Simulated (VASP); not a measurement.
# Al (P6_3/mmc) in VASP: further runs

The runs below take Al through single point, with PBEsol.

Program: VASP 6.6.1. These are calculated values, not measurements. Logs are shortened: lines on timing, memory, paths and dates and some standing lists are left out, and cuts for length are marked.

## (1) The cell of the first run

It takes space group P6_3/mmc (No. 194, hexagonal). Conventional cell: a = 3.009 Å, b = 3.009 Å, c = 4.861 Å, α = 90.00°, β = 90.00°, γ = 120.00°. Al (site symmetry -6m2) has 12 Al at 2.99 to 3.01 Å within 3.9 Å.

This isn't the form of Al at room conditions, which is fcc.

## (2) Single point, PBEsol

The input, INCAR:

```
SYSTEM = Al
ALGO     = Fast           ! electronic algorithm
EDIFF    = 1E-7           ! SCF threshold, eV
ENCUT    = 520            ! plane-wave cutoff, eV
GGA      = PS             ! functional
ISIF     = 2              ! what is computed and relaxed
ISMEAR   = 0              ! smearing method
LASPH    = .True.         ! aspherical terms in the spheres
LCHARG   = .True.         ! write CHGCAR
LELF     = .True.         ! ELF
LREAL    = .False.        ! projectors in reciprocal space
LVHAR    = .True.       
LWAVE    = .False.        ! write WAVECAR
NBANDS   = 10             ! bands
NELM     = 60             ! most SCF steps
PREC     = Accurate       ! precision mode
SIGMA    = 0.15           ! smearing width, eV
```

The input, KPOINTS:

```
k-points
0
Gamma
  18 18 10
  0 0 0
```

The input, POSCAR:

```
Al
1.0
    3.0093000000      0.0000000000      0.0000000000
   -1.5046500000      2.6061302476      0.0000000000
    0.0000000000      0.0000000000      4.8609000000
Al
2
Direct
    0.6666666667      0.3333333333      0.7500000000
    0.3333333333      0.6666666667      0.2500000000
```

Potentials or basis: VASP PAW PBE potentials, release 64 (Al).

Run with:

```sh
$ cat potpaw_PBE.64/Al/POTCAR > POTCAR
$ mpirun -np 1 vasp_std > vasp.out
```

OUTCAR:

```text
SYSTEM = Al
   EDIFF = 1E-7
   ENCUT = 520
   GGA = PS
   ISIF = 2
   ISMEAR = 0
   LASPH = .True.
   LREAL = .False.
   NELM = 60
   PREC = Accurate

 ion  position               nearest neighbor table
   1  0.667  0.333  0.750-   2 2.99   2 2.99   2 2.99   2 2.99   2 2.99   2 2.99
   2  0.333  0.667  0.250-   1 2.99   1 2.99   1 2.99   1 2.99   1 2.99   1 2.99

  LATTYP: Found a hexagonal cell.
 ALAT       =     3.0093000000
 C/A-ratio  =     1.6152925930

  Lattice vectors:

 A1 = (   3.0093000000,   0.0000000000,   0.0000000000)
 A2 = (  -1.5046500000,   2.6061302476,   0.0000000000)
 A3 = (   0.0000000000,   0.0000000000,   4.8609000000)

Analysis of symmetry for initial positions (statically):
=====================================================================
 Subroutine PRICEL returns:
 Original cell was already a primitive cell.

 Routine SETGRP: Setting up the symmetry group for a
 hexagonal supercell.

 Subroutine GETGRP returns: Found 24 space group operations
 (whereof 12 operations were pure point group operations)
 out of a pool of 24 trial point group operations.

The static configuration has the point symmetry D_3d.
 The point group associated with its full space group is D_6h.

Analysis of symmetry for dynamics (positions and initial velocities):
=====================================================================
 Subroutine PRICEL returns:
 Original cell was already a primitive cell.

 Routine SETGRP: Setting up the symmetry group for a
 hexagonal supercell.

 Subroutine GETGRP returns: Found 24 space group operations
 (whereof 12 operations were pure point group operations)
 out of a pool of 24 trial point group operations.

The dynamic configuration has the point symmetry D_3d.
 The point group associated with its full space group is D_6h.

 Subroutine INISYM returns: Found 24 space group operations
 (whereof 12 operations are pure point group operations),
 and found     1 'primitive' translations

----------------------------------------------------------------------------------------

                                     Primitive cell

  volume of cell :      38.1222

  direct lattice vectors                    reciprocal lattice vectors
     3.009300000  0.000000000  0.000000000     0.332303193  0.191855338  0.000000000
    -1.504650000  2.606130248  0.000000000     0.000000000  0.383710676  0.000000000
     0.000000000  0.000000000  4.860900000     0.000000000  0.000000000  0.205723220

  length of vectors
     3.009300000  3.009300000  4.860900000     0.383710676  0.383710676  0.205723220

  position of ions in fractional coordinates (direct lattice)
     0.666666667  0.333333333  0.750000000
     0.333333333  0.666666667  0.250000000

  ion indices of the primitive-cell ions
   primitive index   ion index
                 1           1
                 2           2

----------------------------------------------------------------------------------------

 KPOINTS: k-points

Automatic generation of k-mesh.
 Grid dimensions read from file:
 generate k-points for:   18   18   10

 Generating k-lattice:

  Cartesian coordinates                     Fractional coordinates (reciprocal lattice)
     0.018461289  0.010658630  0.000000000     0.055555556  0.000000000  0.000000000
     0.000000000  0.021317260  0.000000000     0.000000000  0.055555556  0.000000000
     0.000000000  0.000000000  0.020572322     0.000000000  0.000000000  0.100000000

  Length of vectors
     0.021317260  0.021317260  0.020572322

  Shift w.r.t. Gamma in fractional coordinates (k-lattice)
     0.000000000  0.000000000  0.000000000

 Subroutine IBZKPT returns following result:
 ===========================================

 Found    222 irreducible k-points:

 Following reciprocal coordinates:
            Coordinates               Weight
  0.000000  0.000000  0.000000      1.000000
  0.055556  0.000000  0.000000      6.000000
  0.111111  0.000000  0.000000      6.000000
  0.166667 -0.000000  0.000000      6.000000
  0.222222 -0.000000  0.000000      6.000000
  0.277778 -0.000000  0.000000      6.000000
[... 16 lines left out ...]
  0.333333  0.111111  0.000000     12.000000
  0.388889  0.111111  0.000000     12.000000
 [... further k-points ...]
   k-points           NKPTS =    222   k-points in BZ     NKDIM =    222   number of bands    NBANDS=     10
   number of dos      NEDOS =    301   number of ions     NIONS =      2
   total plane-waves  NPLWV =  20736
   dimension x,y,z NGX =    24 NGY =   24 NGZ =   36
   dimension x,y,z NGXF=    48 NGYF=   48 NGZF=   72
   ions per type =               2
   NGX,Y,Z   is equivalent  to a cutoff of  13.26, 13.26, 12.31 a.u.
   NGXF,Y,Z  is equivalent  to a cutoff of  26.52, 26.52, 24.62 a.u.
 SYSTEM =  Al
   PREC   = accura    normal or accurate (medium, high low for compatibility)
   ISTART =      0    job   : 0-new  1-cont  2-samecut
   ICHARG =      2    charge: 1-file 2-atom 10-const
   ISPIN  =      1    spin polarized calculation?
   LNONCOLLINEAR =      F non collinear calculations
   LSORBIT =      F    spin-orbit coupling
   LASPH  =      T    aspherical Exc in radial PAW
   ENCUT  =  520.0 eV  38.22 Ry    6.18 a.u.   5.60  5.60  9.04*2*pi/ulx,y,z
   NELM   =     60;   NELMIN=  2; NELMDL= -5     # of ELM steps
   EDIFF  = 0.1E-06   stopping-criterion for ELM
   LREAL  =      F    real-space projection
   EDIFFG = 0.1E-05   stopping-criterion for IOM
   NSW    =      0    number of steps for IOM
   IBRION =     -1    ionic relax: 0-MD 1-quasi-New 2-CG
   NFREE  =      0    steps in history (QN), initial steepest desc. (CG)
   ISIF   =      2    stress and relaxation
   ISYM   =      2    0-nonsym 1-usesym 2-fastsym
   POTIM  = 0.5000    time-step for ionic-motion
   TEBEG  =    0.0;   TEEND  =   0.0 temperature during run
   PSTRESS=    0.0 pullay stress
   NELECT =       6.0000    total number of electrons
   NUPDOWN=      -1.0000    fix difference up-down
   EMIN   =  10.00;   EMAX   =-10.00  energy-range for DOS
   EFERMI =   0.00;   METHOD = LEGACY
   ISMEAR =     0;   SIGMA  =   0.15  broadening in eV -4-tet -1-fermi 0-gaus
   EFERMI_NEDOS =   21; number of points for ismear=-14 and -15
   IALGO  =     68    algorithm
   IMIX   =      4    mixing-type and parameters
     AMIX     =   0.40;   BMIX     =  1.00
     AMIX_MAG =   1.60;   BMIX_MAG =  1.00
  volume/ion in A,a.u.               =      19.06       128.63
  Fermi-wavevector in a.u.,A,eV,Ry     =   0.883892  1.670313 10.629754  0.781265
  Thomas-Fermi vector in A             =   2.004719
   LORBIT       =      0    0 simple, 1 ext, 2 COOP (PROOUT), +10 PAW based schemes
   GGA     = PS    functional components
   LHFCALC =     F    Hartree Fock is set to
   AEXX    =    0.0000 exact exchange contribution
   IVDW    =     0    specifies the selected vdW correction
   LEPSILON=     F    determine dielectric tensor
   LRPA    =     F    only Hartree local field effects (RPA)
 non-spin polarized calculation
 RMM-DIIS sequential band-by-band and
 Gauss-broadening in eV      SIGMA  =   0.15
  energy-cutoff  :      520.00
  volume of cell :       38.12
 maximum number of plane-waves:      1049
 NGX is ok and might be reduce to    24
   NGX = 11   NGY = 11   NGZ = 19

 number of electron       6.0000000 magnetization

 Free energy of the ion-electron system (eV)
  ---------------------------------------------------
  ext. energy  EPLUGINS =         0.00000000
  ---------------------------------------------------
  free energy    TOTEN  =        -7.95030982 eV

  energy without entropy =       -7.93850907  energy(sigma->0) =       -7.94440945

 E-fermi :   6.5025     XC(G=0):  -9.7434

 val. band max:        6.4944385665   @ k =   0.2778   0.1111   0.3000
 cond. band min:       6.5218881652   @ k =   0.3333   0.0556   0.1000
 fundamental gap:      0.0274495987
 Fermi energy:         6.5025027748

 k-point     1 :       0.0000    0.0000    0.0000
  band No.  band energies     occupation
      1      -3.6464      2.00000
      2       2.4571      2.00000
      3       2.5447      2.00000
      4      15.7544      0.00000
      5      15.7544      0.00000
      6      16.5509      0.00000
      7      16.5509      0.00000
      8      18.0162      0.00000
      9      18.9756      0.00000
     10      19.2658      0.00000

 k-point     2 :       0.0556    0.0000    0.0000
  band No.  band energies     occupation
      1      -3.5792      2.00000
      2       2.5236      2.00000
      3       2.6075      2.00000
      4      14.5366      0.00000
      5      15.0785      0.00000
      6      16.3838      0.00000
      7      17.3378      0.00000
      8      18.5944      0.00000
      9      19.0867      0.00000
     10      19.4085      0.00000

 k-point     3 :       0.1111    0.0000    0.0000
  band No.  band energies     occupation
      1      -3.3778      2.00000
      2       2.7227      2.00000
      3       2.7959      2.00000
      4      12.7050      0.00000
      5      14.2289      0.00000
      6      15.7284      0.00000
      7      17.9098      0.00000
      8      18.0941      0.00000
      9      18.4579      0.00000
     10      19.2390      0.00000

 k-point     4 :       0.1667   -0.0000    0.0000
  band No.  band energies     occupation
      1      -3.0426      2.00000
      2       3.0530      2.00000
      3       3.1098      2.00000
      4      10.8576      0.00000
      5      13.4745      0.00000
      6      14.9977      0.00000
      7      16.3354      0.00000
      8      16.4928      0.00000
      9      18.3647      0.00000
     10      19.4787      0.00000
[... 222 lines left out ...]
 k-point    22 :       0.2778    0.1111    0.0000
  band No.  band energies     occupation
      1      -1.0478      2.00000
      2       4.9376      2.00000
      3       4.9843      2.00000
      4       6.0702      1.99995
      5       9.3674      0.00000
      6      11.7980      0.00000
      7      11.8639      0.00000
      8      15.0018      0.00000
      9      15.4670      0.00000
     10      16.2127      0.00000

 k-point    23 :       0.3333    0.1111    0.0000
  band No.  band energies     occupation
      1      -0.1925      2.00000
      2       4.4493      2.00000
      3       5.7852      2.00000
      4       5.9241      2.00000
      5       9.0295      0.00000
      6      10.4061      0.00000
      7      10.5142      0.00000
      8      14.7201      0.00000
      9      15.1243      0.00000
     10      15.9262      0.00000

 k-point    24 :       0.3889    0.1111    0.0000
  band No.  band energies     occupation
      1       0.7838      2.00000
      2       3.1445      2.00000
      3       6.6762      0.10147
      4       6.8218      0.00261
      5       8.6875      0.00000
      6       9.1550      0.00000
      7       9.4037      0.00000
      8      14.5503      0.00000
      9      14.9219      0.00000
     10      15.7522      0.00000

 [... further k-points ...]

------------------------ aborting loop because EDIFF is reached ----------------------------------------

  FORCE on cell =-STRESS in cart. coord.  units (eV):
  Direction    XX          YY          ZZ          XY          YZ          ZX
  --------------------------------------------------------------------------------------
  -------------------------------------------------------------------------------------
  Total       -2.0665625     -2.0665625     -1.9792570      0.0000000     -0.0000000      0.0000000
  in kB      -86.8522035    -86.8522035    -83.1829814      0.0000000     -0.0000000      0.0000000
  external PRESSURE =     -85.6291295 kB  Pullay stress =       0.0000000 kB

 VOLUME and BASIS-vectors are now :
 -----------------------------------------------------------------------------
  energy-cutoff  :      520.00
  volume of cell :       38.12
      direct lattice vectors                 reciprocal lattice vectors
     3.009300000  0.000000000  0.000000000     0.332303193  0.191855338  0.000000000
    -1.504650000  2.606130248  0.000000000     0.000000000  0.383710676  0.000000000
     0.000000000  0.000000000  4.860900000     0.000000000  0.000000000  0.205723220

 POSITION                                       TOTAL-FORCE (eV/Angst)
 -----------------------------------------------------------------------------------
      1.50465      0.86871      3.64567         0.000000     -0.000000      0.000000
     -0.00000      1.73742      1.21522        -0.000000      0.000000      0.000000
 -----------------------------------------------------------------------------------
    total drift:                                0.000000      0.000000     -0.000000

  FREE ENERGIE OF THE ION-ELECTRON SYSTEM (eV)
  ---------------------------------------------------
  free  energy   TOTEN  =        -7.9503098240 eV

  energy  without entropy=       -7.9385090740  energy(sigma->0) =       -7.94440945
```

Wall time 23 s (1 thread of Intel Xeon 6975P-C (Granite Rapids), shared host); peak memory 0.19 GiB.

Results:

```
Free energy            : -7.9503 eV
Pressure               : -8.6 GPa
Band gap on the k mesh : zero (bands 3 and 4 overlap by 7.01 eV)
```

Levels at points of the mesh, in eV from the Fermi level:
```tsv
k point	band 1	band 2	band 3	band 4	band 5	band 6	band 7
(0.00, 0.00, 0.00)	-10.15	-4.05	-3.96	9.25	9.25	10.05	10.05
(0.50, 0.00, 0.00)	-4.98	-4.60	0.65	1.02	1.44	1.69	4.87
(0.00, 0.00, 0.50)	-8.59	-8.59	3.36	3.36	10.55	10.55	10.55
(0.50, 0.00, 0.50)	-3.52	-3.52	-3.03	-3.03	6.23	6.23	7.22
```

Caveat: the cell stands under tension; the PAW data sets were made with another functional, which shifts forces and pressure a little.

[end of part 1 of 2]
